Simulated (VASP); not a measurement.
Wanted: the native input for a VASP 6.6.1 run.

| Quantity | Value |
| --- | --- |
| Task | G0W0 quasiparticle levels |
| Functional | PBE |
| Potentials or basis | VASP PAW PBE potentials, release 64 (Ca_sv_GW, F_GW) |
| Cutoff | 500 eV |
| k mesh | 4 × 4 × 4 |
| Occupations | gaussian, width 0.01 eV |
| Spin | no spin polarisation |
| Dipole correction | no |
| GW scheme | G0W0 |
| GW iterations | 1 |
| Cutoff of the response function | 140 |
| Frequency points | 48 |
| Empty bands | 151 |
| Further INCAR settings | ALGO = EVGW0; EDIFF = 1e-08; NBANDS = 163 |

The system is CaF2.

```
CELL_PARAMETERS angstrom
0.00000 2.71959 2.71959
2.71959 0.00000 2.71959
2.71959 2.71959 0.00000
ATOMIC_POSITIONS crystal
Ca 0.00000 0.00000 0.00000
F 0.25000 0.25000 0.25000
F 0.75000 0.75000 0.75000
```

These files were run (other wordings do the same):

POSCAR

```
CaF2
1.0
    0.0000000000      2.7195928859      2.7195928859
    2.7195928859      0.0000000000      2.7195928859
    2.7195928859      2.7195928859      0.0000000000
Ca F
1 2
Direct
    0.0000000000      0.0000000000      0.0000000000
    0.2500000000      0.2500000000      0.2500000000
    0.7500000000      0.7500000000      0.7500000000
```

INCAR.step1

```
SYSTEM = CaF2
ALGO = Normal
EDIFF = 1E-8
ENCUT = 500
GGA = PE
ISMEAR = 0
LASPH = .True.
LCHARG = .False.
LREAL = .False.
LWAVE = .True.
NELM = 60
PREC = Accurate
SIGMA = 0.01
```

INCAR.step2

```
SYSTEM = CaF2
ALGO = Exact
EDIFF = 1E-8
ENCUT = 500
GGA = PE
ISMEAR = 0
ISTART = 1
LASPH = .True.
LCHARG = .False.
LOPTICS = .True.
LREAL = .False.
LWAVE = .True.
NBANDS = 163
NELM = 1
PREC = Accurate
SIGMA = 0.01
```

INCAR.step3

```
SYSTEM = CaF2
ALGO = EVGW0
EDIFF = 1E-8
ENCUT = 500
ENCUTGW = 140.0
GGA = PE
ISMEAR = 0
ISTART = 1
LASPH = .True.
LCHARG = .False.
LREAL = .False.
LWAVE = .False.
NBANDS = 163
NBANDSGW = 20
NELMGW = 1
NOMEGA = 48
PREC = Accurate
PRECFOCK = Fast
SIGMA = 0.01
```

KPOINTS

```
k-points
0
Gamma
  4 4 4
  0 0 0
```

Potentials or basis: VASP PAW PBE potentials, release 64 (Ca_sv_GW, F_GW).

Run with:

```sh
$ cat potpaw_PBE.64/Ca_sv_GW/POTCAR potpaw_PBE.64/F_GW/POTCAR > POTCAR
$ cp INCAR.step1 INCAR
$ mpirun -np 1 vasp_std > vasp.out
$ cp INCAR.step2 INCAR
$ mpirun -np 1 vasp_std > vasp.out
$ cp INCAR.step3 INCAR
$ mpirun -np 1 vasp_std > vasp.out
```

Results of the run:

* Quasiparticle gap: 10.46 eV
* Least direct quasiparticle gap: 10.78 eV
* Band gap of the starting levels on the mesh: 7.38 eV
* Least direct gap of the starting levels on the mesh: 7.63 eV

Caveat: the k points lie up to 0.50 Å⁻¹ apart; bands, screening cutoff and mesh are small and nothing is extrapolated, so the quasiparticle values aren't converged.

Wall time 98 s on 1 thread of Intel(R) Xeon(R) 6975P-C (Granite Rapids) (shared host), peak memory 0.37 GiB.
